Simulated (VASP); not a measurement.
Re2C, 6 atoms in the cell. It takes space group P6_3/mmc (No. 194, hexagonal). Conventional cell: a = 2.863 Å, b = 2.863 Å, c = 9.918 Å, α = 90.00°, β = 90.00°, γ = 120.00°. Re (site symmetry 3m) has 3 C at 2.17 Å and 10 Re at 2.71 to 2.86 Å within 2.9 Å. C (site symmetry -6m2) has 6 Re at 2.17 Å and 6 C at 2.86 Å within 2.9 Å. 

- Program: VASP 6.6.1
- Task: relaxation of shape and atoms at fixed volume
- Functional: PBEsol
- Potentials or basis: VASP PAW PBE potentials, release 64 (Re, C)
- Cutoff: 600 eV
- k mesh: 12 × 12 × 4
- Occupations: gaussian, width 0.1 eV
- Spin: no spin polarisation
- Dipole correction: no
- Further INCAR settings: ALGO = Normal; EDIFF = 1e-06; IBRION = 2; EDIFFG = -0.01; NSW = 50; ISIF = 4

Potentials or basis: VASP PAW PBE potentials, release 64 (Re, C).

The run is started by

```sh
$ cat potpaw_PBE.64/Re/POTCAR potpaw_PBE.64/C/POTCAR > POTCAR
$ mpirun -np 1 vasp_std > vasp.out
```

Hardware: 1 thread of Intel(R) Xeon(R) 6975P-C (Granite Rapids), on a shared host.

Q: How long does it take, and how much memory?

A: Run time: 2.1 min on 1 thread of Intel(R) Xeon(R) 6975P-C (Granite Rapids), on a shared host, peak memory 0.25 GiB. Counts: scf iterations 30, k points 57, ion steps 3.
